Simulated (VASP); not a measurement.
A run of VASP 6.6.1 is set up as follows.

Contents of INCAR:

```
  ALGO = Normal
  EDIFF = 1E-6
  ENCUT = 520
  GGA = PS
  ISIF = 2
  ISMEAR = -1
  LASPH = True
  LCHARG = True
  LELF = True
  LREAL = False
  LVHAR = True
  LWAVE = False
  NBANDS = 8
  NELM = 80
  PREC = Accurate
  SIGMA = 0.05
```

The input KPOINTS:

```
k-points
0
Gamma
  8 8 8
```

The input POSCAR:

```
Sb
1.0
    2.9420804085      0.0000000000      0.0000000000
    0.0000000000      2.9420804085      0.0000000000
    0.0000000000      0.0000000000      2.9420804085
Sb
1
Direct
    0.0000000000      0.0000000000      0.0000000000
```

Potentials or basis: VASP PAW PBE potentials, release 64 (Sb).

Command:

```sh
$ cat potpaw_PBE.64/Sb/POTCAR > POTCAR
$ mpirun -np 1 vasp_std > vasp.out
```

Question: What does it give for the pressure?

Answer: 10.3 GPa.

Caveat: the PAW data sets were made with another functional, which shifts forces and pressure a little.
